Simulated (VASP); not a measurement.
Set up this calculation in VASP 6.6.1, as the native input.

```yaml
Task: single point
Functional: r2SCAN
Potentials_or_basis: VASP PAW PBE potentials, release 64 (Au, Cu)
Cutoff: 520 eV
k_mesh: 11 × 11 × 11
Occupations: fermi-dirac, width 0.05 eV
Spin: no spin polarisation
Dipole_correction: no
Further_INCAR_settings: ALGO = Normal; EDIFF = 1e-06; NBANDS = 18
```

Crystal: CuAu.

```
Au Cu
1.0
     1.41042    0.81431    4.29853
    -1.41042    0.81431    4.29853
     0.00000   -1.62861    4.29853
Au Cu
1 1
Cartesian
  0.0000 0.0000 0.0000
  0.0000 0.0000 6.4478
```

One way to write it, as run:

POSCAR

```
CuAu
1.0
    1.4104187516      0.8143056459      4.2985321454
   -1.4104187516      0.8143056459      4.2985321454
    0.0000000000     -1.6286112919      4.2985321454
Au Cu
1 1
Direct
    0.0000000000      0.0000000000      0.0000000000
    0.5000000000      0.5000000000      0.5000000000
```

INCAR.step1

```
  ALGO = Normal
  EDIFF = 1E-4
  ENCUT = 520
  GGA = PE
  ISMEAR = -1
  LASPH = True
  LCHARG = False
  LREAL = False
  LWAVE = True
  NBANDS = 18
  NELM = 100
  PREC = Accurate
  SIGMA = 0.05
```

INCAR.step2

```
  ALGO = Normal
  EDIFF = 1E-6
  ENCUT = 520
  ISIF = 2
  ISMEAR = -1
  ISTART = 1
  LASPH = True
  LCHARG = False
  LMIXTAU = True
  LREAL = False
  LWAVE = False
  METAGGA = R2SCAN
  NBANDS = 18
  NELM = 100
  PREC = Accurate
  SIGMA = 0.05
```

KPOINTS

```
k-points
0
Gamma
  11 11 11
```

Potentials or basis: VASP PAW PBE potentials, release 64 (Au, Cu).

Run with:

```bash
$ cat potpaw_PBE.64/Au/POTCAR potpaw_PBE.64/Cu/POTCAR > POTCAR
$ cp INCAR.step1 INCAR
$ mpirun -np 1 vasp_std > vasp.out
$ cp INCAR.step2 INCAR
$ mpirun -np 1 vasp_std > vasp.out
```

Results of the run:

```json
{
  "Pressure": "0.3 GPa",
  "Band gap on the k mesh": "zero (bands 11 and 12 overlap by 4.58 eV)"
}
```

Caveat: the PAW data sets were made with another functional, which shifts forces and pressure a little; spin-orbit coupling is left out, which moves the levels of the heavy elements.

It took 10 min on 1 thread of Intel Xeon 8259CL, on a shared host, peak memory 0.28 GiB.
